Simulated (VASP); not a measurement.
# GaP (F-43m) in VASP: settings compared, part 3 of 3

VASP 6.6.1.

## Step 6: Single point, r2SCAN

This run uses another cell than the first one, of 20.25 Å³/atom, 0.980 times its volume.

File POSCAR:

```
GaP
1.0
    0.0000000000      2.7256965861      2.7256965861
    2.7256965861      0.0000000000      2.7256965861
    2.7256965861      2.7256965861      0.0000000000
Ga P
1 1
Direct
    0.0000000000      0.0000000000      0.0000000000
    0.7500000000      0.7500000000      0.7500000000
```

File INCAR.step1:

```
PREC     = Accurate       # precision mode
ENCUT    = 520            # plane-wave cutoff, eV
ISMEAR   = -4             # smearing method
SIGMA    = 0.1            # smearing width, eV
LREAL    = False          # projectors in reciprocal space
LASPH    = True           # aspherical terms in the spheres
NELM     = 100            # most SCF steps
NBANDS   = 16             # bands
GGA      = PE             # functional
ALGO     = Normal         # electronic algorithm
EDIFF    = 1E-4           # SCF threshold, eV
LWAVE    = True           # write WAVECAR
LCHARG   = False          # write CHGCAR
```

File INCAR.step2:

```
PREC     = Accurate       # precision mode
ENCUT    = 520            # plane-wave cutoff, eV
EDIFF    = 1E-6           # SCF threshold, eV
ISMEAR   = -4             # smearing method
SIGMA    = 0.1            # smearing width, eV
LREAL    = False          # projectors in reciprocal space
LASPH    = True           # aspherical terms in the spheres
NELM     = 100            # most SCF steps
ALGO     = Normal         # electronic algorithm
ISIF     = 2              # what is computed and relaxed
LWAVE    = False          # write WAVECAR
LCHARG   = True           # write CHGCAR
METAGGA  = R2SCAN         # meta-GGA
LMIXTAU  = True         
LELF     = True           # ELF
LVHAR    = True         
NBANDS   = 16             # bands
ISTART   = 1
```

File KPOINTS:

```
Automatic mesh
0
Gamma
  8 8 8
```

Potentials or basis: VASP PAW PBE potentials, release 64 (Ga_d, P).

Run with:

```
cat potpaw_PBE.64/Ga_d/POTCAR potpaw_PBE.64/P/POTCAR > POTCAR
cp INCAR.step1 INCAR
mpirun -np 1 vasp_std > vasp.out
cp INCAR.step2 INCAR
mpirun -np 1 vasp_std > vasp.out
```

OUTCAR:

```text
PREC = Accurate
   ENCUT = 520
   EDIFF = 1E-6
   ISMEAR = -4
   LREAL = False
   LASPH = True
   NELM = 100
   ISIF = 2
   METAGGA = R2SCAN
   ISTART = 1

 ion  position               nearest neighbor table
   1  0.000  0.000  0.000-   2 2.36   2 2.36   2 2.36   2 2.36
   2  0.750  0.750  0.750-   1 2.36   1 2.36   1 2.36   1 2.36

  LATTYP: Found a face centered cubic cell.
 ALAT       =     5.4513931722

  Lattice vectors:

 A1 = (   0.0000000000,   2.7256965861,   2.7256965861)
 A2 = (   2.7256965861,   0.0000000000,   2.7256965861)
 A3 = (   2.7256965861,   2.7256965861,   0.0000000000)

Analysis of symmetry for initial positions (statically):
=====================================================================
 Subroutine PRICEL returns:
 Original cell was already a primitive cell.

 Routine SETGRP: Setting up the symmetry group for a
 face centered cubic supercell.

 Subroutine GETGRP returns: Found 24 space group operations
 (whereof 24 operations were pure point group operations)
 out of a pool of 48 trial point group operations.

The static configuration has the point symmetry T_d .

Analysis of symmetry for dynamics (positions and initial velocities):
=====================================================================
 Subroutine PRICEL returns:
 Original cell was already a primitive cell.

 Routine SETGRP: Setting up the symmetry group for a
 face centered cubic supercell.

 Subroutine GETGRP returns: Found 24 space group operations
 (whereof 24 operations were pure point group operations)
 out of a pool of 48 trial point group operations.

The dynamic configuration has the point symmetry T_d .

 Subroutine INISYM returns: Found 24 space group operations
[... 108 lines left out ...]
   TEBEG  =    0.0;   TEEND  =   0.0 temperature during run
   PSTRESS=    0.0 pullay stress
   NELECT =      18.0000    total number of electrons
   NUPDOWN=      -1.0000    fix difference up-down
   EMIN   =  10.00;   EMAX   =-10.00  energy-range for DOS
   EFERMI =   0.00;   METHOD = LEGACY
   ISMEAR =    -4;   SIGMA  =   0.10  broadening in eV -4-tet -1-fermi 0-gaus
   EFERMI_NEDOS =   21; number of points for ismear=-14 and -15
   IALGO  =     38    algorithm
   IMIX   =      4    mixing-type and parameters
     AMIX     =   0.40;   BMIX     =  1.00
     AMIX_MAG =   1.60;   BMIX_MAG =  1.00
  volume/ion in A,a.u.               =      20.25       136.66
  Fermi-wavevector in a.u.,A,eV,Ry     =   1.249333  2.360897 21.236416  1.560833
  Thomas-Fermi vector in A             =   2.383378
   LORBIT       =      0    0 simple, 1 ext, 2 COOP (PROOUT), +10 PAW based schemes
   METAGGA = R2SCAN    functional components
   LHFCALC =     F    Hartree Fock is set to
   AEXX    =    0.0000 exact exchange contribution
   IVDW    =     0    specifies the selected vdW correction
   LEPSILON=     F    determine dielectric tensor
   LRPA    =     F    only Hartree local field effects (RPA)
 non-spin polarized calculation
 Fermi weights with tetrahedron method witout Bloechl corrections
  energy-cutoff  :      520.00
  volume of cell :       40.50
 maximum number of plane-waves:      1106
 NGX is ok and might be reduce to    30
   NGX = 15   NGY = 15   NGZ = 15

 number of electron      17.9999989 magnetization

 Free energy of the ion-electron system (eV)
  ---------------------------------------------------
  ext. energy  EPLUGINS =         0.00000000
  ---------------------------------------------------
  free energy    TOTEN  =       -21.46308120 eV

  energy without entropy =      -21.46308120  energy(sigma->0) =      -21.46308120

 E-fermi :   4.5355     XC(G=0): -10.5465

 val. band max:        4.4570289342   @ k =   0.0000   0.0000   0.0000
 cond. band min:       6.3600109724   @ k =   0.3750   0.3750   0.0000
 fundamental gap:      1.9029820382
 Fermi energy:         4.5354761574

 k-point     1 :       0.0000    0.0000    0.0000
  band No.  band energies     occupation
      1     -10.5314      2.00000
      2     -10.5314      2.00000
      3     -10.5314      2.00000
      4     -10.4179      2.00000
      5     -10.4179      2.00000
      6      -8.5607      2.00000
[... 433 lines left out ...]
      3     -10.4849      2.00000
      4     -10.4234      2.00000
      5     -10.4102      2.00000
      6      -5.9783      2.00000
[... 8 lines left out ...]
     15      17.1240      0.00000
     16      17.7049      0.00000

 [... further k-points ...]
[... 5 lines left out ...]
  --------------------------------------------------------------------------------------
  -------------------------------------------------------------------------------------
  Total       -0.0141727     -0.0141727     -0.0141727     -0.0000000      0.0000000     -0.0000000
  in kB       -0.5606624     -0.5606624     -0.5606624     -0.0000000      0.0000000     -0.0000000
  external PRESSURE =      -0.5606624 kB  Pullay stress =       0.0000000 kB

 VOLUME and BASIS-vectors are now :
 -----------------------------------------------------------------------------
  energy-cutoff  :      520.00
  volume of cell :       40.50
      direct lattice vectors                 reciprocal lattice vectors
     0.000000000  2.725696586  2.725696586    -0.183439346  0.183439346  0.183439346
     2.725696586  0.000000000  2.725696586     0.183439346 -0.183439346  0.183439346
     2.725696586  2.725696586  0.000000000     0.183439346  0.183439346 -0.183439346

 POSITION                                       TOTAL-FORCE (eV/Angst)
 -----------------------------------------------------------------------------------
      0.00000      0.00000      0.00000         0.000000      0.000000      0.000000
      4.08854      4.08854      4.08854        -0.000000     -0.000000     -0.000000
 -----------------------------------------------------------------------------------
    total drift:                               -0.000010     -0.000010     -0.000010

  FREE ENERGIE OF THE ION-ELECTRON SYSTEM (eV)
  ---------------------------------------------------
  free  energy   TOTEN  =       -21.4630812029 eV

  energy  without entropy=      -21.4630812029  energy(sigma->0) =      -21.46308120
```

OUTCAR.step1:

```text
PREC = Accurate
   ENCUT = 520
   ISMEAR = -4
   LREAL = False
   LASPH = True
[... 680 lines left out ...]
      0.00000      0.00000      0.00000        -0.000000     -0.000000     -0.000000
      4.08854      4.08854      4.08854         0.000000      0.000000      0.000000
 -----------------------------------------------------------------------------------
    total drift:                               -0.000002     -0.000002     -0.000002

  FREE ENERGIE OF THE ION-ELECTRON SYSTEM (eV)
  ---------------------------------------------------
  free  energy   TOTEN  =        -9.1163526031 eV

  energy  without entropy=       -9.1163526031  energy(sigma->0) =       -9.11635260
```

Run time: 40 s. Hardware: 1 thread of Intel Xeon 6975P-C (Granite Rapids), shared host; peak memory 0.17 GiB.

What came out:

```
Free energy            : -21.4631 eV
Pressure               : -0.1 GPa
Band gap on the k mesh : 1.90 eV, indirect (least direct gap 2.34 eV)
```

Levels at points of the mesh, in eV from the valence-band top:
| k point | band 6 | band 7 | band 8 | band 9 | band 10 | band 11 | band 12 | band 13 |
| --- | --- | --- | --- | --- | --- | --- | --- | --- |
| (0.00, 0.00, 0.00) | -13.02 | 0.00 | 0.00 | 0.00 | 2.34 | 4.19 | 4.19 | 4.19 |
| (0.50, 0.00, 0.00) | -10.86 | -6.84 | -1.17 | -1.17 | 2.04 | 5.06 | 5.06 | 8.83 |
| (0.50, 0.50, 0.00) | -9.92 | -6.95 | -2.80 | -2.80 | 1.91 | 2.10 | 11.35 | 11.35 |

Caveat: the PAW data sets were made with another functional, which shifts forces and pressure a little.

## Step 7: Summary

```tsv
level	cell	k mesh	smearing	gap on the mesh (eV)	pressure (GPa)
PBE	a = 3.881 Å, angles 60.0°, 2 atoms	6 × 6 × 6	gaussian 0.05 eV	1.61	0.7
PBE+D4	a = 3.855 Å, angles 60.0°, 2 atoms	8 × 8 × 8	gaussian 0.05 eV	1.64	-0.9
r2SCAN	a = 3.855 Å, angles 60.0°, 2 atoms	8 × 8 × 8	gaussian 0.05 eV	1.90	-0.1
r2SCAN	a = 3.855 Å, angles 60.0°, 2 atoms	8 × 8 × 8	tetrahedron	1.90	-0.1
```

Alike in all rows: task single point; potentials or basis VASP PAW PBE potentials, release 64 (Ga_d, P); no spin polarisation; cutoff (eV) 520.

Caveats: the PAW data sets were made with another functional, which shifts forces and pressure a little (some runs).

Total energies depend on the potentials used, so only differences within one code and one set of settings carry meaning.

## Step 8: Against experiment

Step 2. Measured gap of GaP: 2.34 eV (indirect; 10 K; quoted in “Stacking defects in GaP nanowires: Electronic structure and optical properties”, 2018, arxiv:1810.01194). This calculation gives 1.61 eV (-0.73 eV). Spin-orbit coupling on Ga is left out. The value is that of PBE on a finite k mesh, which can miss the band edges, without temperature or zero-point motion. Semilocal functionals fall short of measured gaps as a rule.

Step 3. A measured gap of GaP is 2.34 eV (indirect; 10 K; quoted in “Stacking defects in GaP nanowires: Electronic structure and optical properties”, 2018, arxiv:1810.01194); the calculated 1.64 eV misses it by -0.70 eV. Spin-orbit coupling on Ga is left out. The value is that of PBE+D4 on a finite k mesh, which can miss the band edges, without temperature or zero-point motion. Semilocal functionals fall short of measured gaps as a rule.

Step 4. A measured gap of GaP is 2.34 eV (indirect; 10 K; quoted in “Stacking defects in GaP nanowires: Electronic structure and optical properties”, 2018, arxiv:1810.01194); the calculated 1.90 eV misses it by -0.44 eV. Spin-orbit coupling on Ga is left out. The value is that of r2SCAN on a finite k mesh, which can miss the band edges, without temperature or zero-point motion.

Step 5. Measured gap of GaP: 2.34 eV (indirect; 10 K; quoted in “Stacking defects in GaP nanowires: Electronic structure and optical properties”, 2018, arxiv:1810.01194). This calculation gives 1.90 eV (-0.44 eV). Spin-orbit coupling on Ga is left out. The value is that of r2SCAN on a finite k mesh, which can miss the band edges, without temperature or zero-point motion.

Step 6. Measured gap of GaP: 2.34 eV (indirect; 10 K; quoted in “Stacking defects in GaP nanowires: Electronic structure and optical properties”, 2018, arxiv:1810.01194). This calculation gives 1.90 eV (-0.44 eV). Spin-orbit coupling on Ga is left out. The value is that of r2SCAN on a finite k mesh, which can miss the band edges, without temperature or zero-point motion.
